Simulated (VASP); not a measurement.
# Ir (P6_3/mmc) in VASP: a series of runs, part 2 of 2

VASP 6.6.1.

### 4 Relaxation of cell and atoms, PBE

INCAR reads:

```
SYSTEM = Ir
PREC = Accurate ; ENCUT = 500
EDIFF = 1E-7 ; ISMEAR = 0
SIGMA = 0.1 ; LREAL = .False.
LASPH = .True. ; NELM = 120
ALGO = Normal ; ISIF = 3
LWAVE = .False. ; LCHARG = .False.
GGA = PE ; IBRION = 2
NSW = 80 ; EDIFFG = -0.05
GGA_COMPAT = .False. ; NELMIN = 4
```

KPOINTS reads:

```
regular mesh
0
Gamma
  9 9 6
  0 0 0
```

POSCAR reads:

```
Ir
1.0
    2.6898559690      0.0000000000      0.0000000000
   -1.3449279845      2.3294836017      0.0000000000
    0.0000000000      0.0000000000      4.3506818003
Ir
2
Direct
    0.6666666667      0.3333333333      0.2500035151
    0.3333333333      0.6666666667      0.7499964849
```

Potentials or basis: VASP PAW PBE potentials, release 64 (Ir).

On the command line:

```sh
$ cat potpaw_PBE.64/Ir/POTCAR > POTCAR
$ mpirun -np 1 vasp_std > vasp.out
```

OUTCAR:

```text
SYSTEM = Ir
   PREC = Accurate
   ENCUT = 500
   EDIFF = 1E-7
   ISMEAR = 0
   LREAL = .False.
   LASPH = .True.
   NELM = 120
   ISIF = 3
   GGA = PE
   IBRION = 2
   NSW = 80
   EDIFFG = -0.05
   NELMIN = 4

 ion  position               nearest neighbor table
   1  0.667  0.333  0.250-   2 2.67   2 2.67   2 2.67   2 2.67   2 2.67   2 2.67
   2  0.333  0.667  0.750-   1 2.67   1 2.67   1 2.67   1 2.67   1 2.67   1 2.67

  LATTYP: Found a hexagonal cell.
 ALAT       =     2.6898559690
 C/A-ratio  =     1.6174404319

  Lattice vectors:

 A1 = (   2.6898559690,   0.0000000000,   0.0000000000)
 A2 = (  -1.3449279845,   2.3294836017,   0.0000000000)
 A3 = (   0.0000000000,   0.0000000000,   4.3506818003)

Analysis of symmetry for initial positions (statically):
=====================================================================
 Subroutine PRICEL returns:
 Original cell was already a primitive cell.

 Routine SETGRP: Setting up the symmetry group for a
 hexagonal supercell.

 Subroutine GETGRP returns: Found 12 space group operations
 (whereof 12 operations were pure point group operations)
 out of a pool of 24 trial point group operations.

The static configuration has the point symmetry D_3d.

Analysis of symmetry for dynamics (positions and initial velocities):
=====================================================================
 Subroutine PRICEL returns:
 Original cell was already a primitive cell.

 Routine SETGRP: Setting up the symmetry group for a
 hexagonal supercell.

 Subroutine GETGRP returns: Found 12 space group operations
 (whereof 12 operations were pure point group operations)
 out of a pool of 24 trial point group operations.

The dynamic configuration has the point symmetry D_3d.

 Subroutine INISYM returns: Found 12 space group operations
 (whereof 12 operations are pure point group operations),
 and found     1 'primitive' translations

----------------------------------------------------------------------------------------

                                     Primitive cell

  volume of cell :      27.2613

  direct lattice vectors                    reciprocal lattice vectors
     2.689855969  0.000000000  0.000000000     0.371767117  0.214639845  0.000000000
    -1.344927984  2.329483602  0.000000000     0.000000000  0.429279691  0.000000000
     0.000000000  0.000000000  4.350681800     0.000000000  0.000000000  0.229849032

  length of vectors
     2.689855969  2.689855969  4.350681800     0.429279691  0.429279691  0.229849032

  position of ions in fractional coordinates (direct lattice)
     0.666666667  0.333333333  0.250003515
     0.333333333  0.666666667  0.749996485

  ion indices of the primitive-cell ions
   primitive index   ion index
                 1           1
                 2           2

----------------------------------------------------------------------------------------

 KPOINTS: regular mesh

Automatic generation of k-mesh.
 Grid dimensions read from file:
 generate k-points for:    9    9    6

 Generating k-lattice:

  Cartesian coordinates                     Fractional coordinates (reciprocal lattice)
     0.041307457  0.023848872  0.000000000     0.111111111 -0.000000000  0.000000000
     0.000000000  0.047697743  0.000000000     0.000000000  0.111111111  0.000000000
     0.000000000  0.000000000  0.038308172     0.000000000  0.000000000  0.166666667

  Length of vectors
     0.047697743  0.047697743  0.038308172

  Shift w.r.t. Gamma in fractional coordinates (k-lattice)
     0.000000000  0.000000000  0.000000000

 Subroutine IBZKPT returns following result:
 ===========================================

 Found     62 irreducible k-points:

 Following reciprocal coordinates:
            Coordinates               Weight
  0.000000  0.000000  0.000000      1.000000
  0.111111  0.000000  0.000000      6.000000
  0.222222  0.000000  0.000000      6.000000
  0.333333  0.000000  0.000000      6.000000
  0.444444  0.000000  0.000000      6.000000
  0.111111  0.111111  0.000000      6.000000
[... 16 lines left out ...]
  0.222222  0.111111  0.166667     12.000000
 -0.111111  0.333333  0.166667     12.000000
 [... further k-points ...]
   k-points           NKPTS =     62   k-points in BZ     NKDIM =     62   number of bands    NBANDS=     13
   number of dos      NEDOS =    301   number of ions     NIONS =      2
   total plane-waves  NPLWV =  12800
   dimension x,y,z NGX =    20 NGY =   20 NGZ =   32
   dimension x,y,z NGXF=    40 NGYF=   40 NGZF=   64
   ions per type =               2
   NGX,Y,Z   is equivalent  to a cutoff of  12.36, 12.36, 12.23 a.u.
   NGXF,Y,Z  is equivalent  to a cutoff of  24.72, 24.72, 24.46 a.u.
 SYSTEM =  Ir
   PREC   = accura    normal or accurate (medium, high low for compatibility)
   ISTART =      0    job   : 0-new  1-cont  2-samecut
   ICHARG =      2    charge: 1-file 2-atom 10-const
   ISPIN  =      1    spin polarized calculation?
   LNONCOLLINEAR =      F non collinear calculations
   LSORBIT =      F    spin-orbit coupling
   LASPH  =      T    aspherical Exc in radial PAW
   ENCUT  =  500.0 eV  36.75 Ry    6.06 a.u.   4.90  4.90  7.93*2*pi/ulx,y,z
   NELM   =    120;   NELMIN=  4; NELMDL= -5     # of ELM steps
   EDIFF  = 0.1E-06   stopping-criterion for ELM
   LREAL  =      F    real-space projection
   EDIFFG = -.5E-01   stopping-criterion for IOM
   NSW    =     80    number of steps for IOM
   IBRION =      2    ionic relax: 0-MD 1-quasi-New 2-CG
   NFREE  =      1    steps in history (QN), initial steepest desc. (CG)
   ISIF   =      3    stress and relaxation
   ISYM   =      2    0-nonsym 1-usesym 2-fastsym
   POTIM  = 0.5000    time-step for ionic-motion
   TEBEG  =    0.0;   TEEND  =   0.0 temperature during run
   PSTRESS=    0.0 pullay stress
   NELECT =      18.0000    total number of electrons
   NUPDOWN=      -1.0000    fix difference up-down
   EMIN   =  10.00;   EMAX   =-10.00  energy-range for DOS
   EFERMI =   0.00;   METHOD = LEGACY
   ISMEAR =     0;   SIGMA  =   0.10  broadening in eV -4-tet -1-fermi 0-gaus
   EFERMI_NEDOS =   21; number of points for ismear=-14 and -15
   IALGO  =     38    algorithm
   IMIX   =      4    mixing-type and parameters
     AMIX     =   0.40;   BMIX     =  1.00
     AMIX_MAG =   1.60;   BMIX_MAG =  1.00
  volume/ion in A,a.u.               =      13.63        91.98
  Fermi-wavevector in a.u.,A,eV,Ry     =   1.425554  2.693906 27.649816  2.032204
  Thomas-Fermi vector in A             =   2.545926
   LORBIT       =      0    0 simple, 1 ext, 2 COOP (PROOUT), +10 PAW based schemes
   GGA     = PE    functional components
   LHFCALC =     F    Hartree Fock is set to
   AEXX    =    0.0000 exact exchange contribution
   IVDW    =     0    specifies the selected vdW correction
   LEPSILON=     F    determine dielectric tensor
   LRPA    =     F    only Hartree local field effects (RPA)
 conjugate gradient relaxation of ions
 non-spin polarized calculation
 Gauss-broadening in eV      SIGMA  =   0.10
  energy-cutoff  :      500.00
  volume of cell :       27.26
 maximum number of plane-waves:       708
   NGX =  9   NGY =  9   NGZ = 15

--------------------------------------- Ionic step        1  -------------------------------------------

 number of electron      17.9999999 magnetization

 Free energy of the ion-electron system (eV)
  ---------------------------------------------------
  ext. energy  EPLUGINS =         0.00000000
  ---------------------------------------------------
  free energy    TOTEN  =       -17.42074963 eV

  energy without entropy =      -17.41016332  energy(sigma->0) =      -17.41545647

 E-fermi :  11.1690     XC(G=0): -14.2117

 val. band max:       11.1636609661   @ k =   0.3333   0.0000   0.5000
 cond. band min:      11.1934618639   @ k =   0.2222   0.1111   0.5000
 fundamental gap:      0.0298008979
 Fermi energy:        11.1689551014

 k-point     1 :       0.0000    0.0000    0.0000
  band No.  band energies     occupation
      1      -0.4611      2.00000
      2       2.5925      2.00000
      3       7.0229      2.00000
      4       7.1075      2.00000
      5       7.1075      2.00000
      6       7.8193      2.00000
      7       7.8193      2.00000
      8       8.6255      2.00000
      9       8.6255      2.00000
     10      10.2872      2.00000
     11      11.4706      0.00002
     12      11.4706      0.00002
     13      18.6758      0.00000
[... 473 lines left out ...]
  energy  without entropy=      -17.5566608903  energy(sigma->0) =      -17.56267997

--------------------------------------- Ionic step        4  -------------------------------------------

 number of electron      18.0000001 magnetization

 Free energy of the ion-electron system (eV)
  ---------------------------------------------------
  ext. energy  EPLUGINS =         0.00000000
  ---------------------------------------------------
  free energy    TOTEN  =       -17.57084783 eV

  energy without entropy =      -17.55896235  energy(sigma->0) =      -17.56490509

 E-fermi :   9.9685     XC(G=0): -13.8099

 val. band max:        9.9681515107   @ k =   0.3333   0.0000   0.5000
 cond. band min:       9.9959827771   @ k =   0.2222   0.1111   0.5000
 fundamental gap:      0.0278312664
 Fermi energy:         9.9684667128

 k-point     1 :       0.0000    0.0000    0.0000
  band No.  band energies     occupation
      1      -0.9077      2.00000
      2       2.1335      2.00000
      3       6.2248      2.00000
      4       6.3298      2.00000
      5       6.3298      2.00000
      6       6.9596      2.00000
      7       6.9596      2.00000
      8       7.6997      2.00000
      9       7.6997      2.00000
     10       9.2608      2.00000
     11      10.2469      0.00008
     12      10.2469      0.00008
     13      16.8134      0.00000
[... 397 lines left out ...]
  FREE ENERGIE OF THE ION-ELECTRON SYSTEM (eV)
  ---------------------------------------------------
  free  energy   TOTEN  =       -17.5708478276 eV

  energy  without entropy=      -17.5589623546  energy(sigma->0) =      -17.56490509

 reached required accuracy - stopping structural energy minimisation
```

OSZICAR:

```text
N       E                     dE             d eps       ncg     rms          rms(c)
DAV:   1     0.151129693182E+03    0.15113E+03   -0.84308E+03  1612   0.136E+03
DAV:   2    -0.124542499634E+02   -0.16358E+03   -0.15182E+03  1657   0.373E+02
DAV:   3    -0.183818237525E+02   -0.59276E+01   -0.56108E+01  1950   0.794E+01
[... 36 lines left out ...]
DAV:   2    -0.175713656273E+02    0.49406E-02   -0.94142E-03  1712   0.135E+00    0.227E-01
DAV:   3    -0.175708347908E+02    0.53084E-03   -0.18818E-03  1980   0.565E-01    0.768E-02
DAV:   4    -0.175708480844E+02   -0.13294E-04   -0.68523E-05  1657   0.905E-02    0.882E-03
DAV:   5    -0.175708470848E+02    0.99954E-06   -0.43440E-06  1767   0.230E-02    0.223E-03
DAV:   6    -0.175708477589E+02   -0.67410E-06   -0.20805E-07  1524   0.341E-03    0.602E-04
DAV:   7    -0.175708478276E+02   -0.68652E-07   -0.22575E-08   831   0.192E-03
   4 F= -.17570848E+02 E0= -.17564905E+02  d E =-.150098E+00
```

Wall time 23 s (1 thread of Intel Xeon 6975P-C (Granite Rapids), shared host); peak memory 0.15 GiB.

Results:

```
Free energy                           : -17.5708 eV
Relaxed volume                        : 14.58 Å³/atom
Relaxed cell                          : a = 2.749 Å, b = 2.749 Å, c = 4.455 Å, α = 90.00°, β = 90.00°, γ = 120.00°
Space group after relaxing (to 0.1 Å) : P6_3/mmc (No. 194)
Pressure after relaxing               : -0.3 GPa
Band gap on the k mesh                : zero (bands 9 and 10 overlap by 2.93 eV)
```

Final structure:
```
CELL_PARAMETERS angstrom
2.74938 0.00000 0.00000
-1.37469 2.38103 0.00000
0.00000 0.00000 4.45489
ATOMIC_POSITIONS crystal
Ir 0.66667 0.33333 0.25000
Ir 0.33333 0.66667 0.75000
```

Caveat: spin-orbit coupling is left out, which moves the levels of the heavy elements.

### 5 Summary

| task | cell | k mesh | gap on the mesh (eV) | pressure (GPa) |
| --- | --- | --- | --- | --- |
| single point | a = 2.690, b = 2.690, c = 4.351 Å, angles 90.0, 90.0, 120.0°, 2 atoms | 9 × 9 × 4 | none | 27.2 |
| single point | a = 2.748, b = 2.748, c = 4.454 Å, angles 90.0, 90.0, 120.0°, 2 atoms | 9 × 9 × 6 | none | 0.2 |
| relaxation of cell and atoms | relaxed from a = 2.690, b = 2.690, c = 4.351 Å, angles 90.0, 90.0, 120.0°, 2 atoms | 9 × 9 × 6 | none | -0.3 |

Alike in all rows: level PBE; potentials or basis VASP PAW PBE potentials, release 64 (Ir); no spin polarisation; cutoff (eV) 500; smearing gaussian 0.1 eV.

Caveats: some runs use coarse meshes; spin-orbit coupling is left out, which moves the levels of the heavy elements.

Total energies depend on the potentials used, so only differences within one code and one set of settings carry meaning.
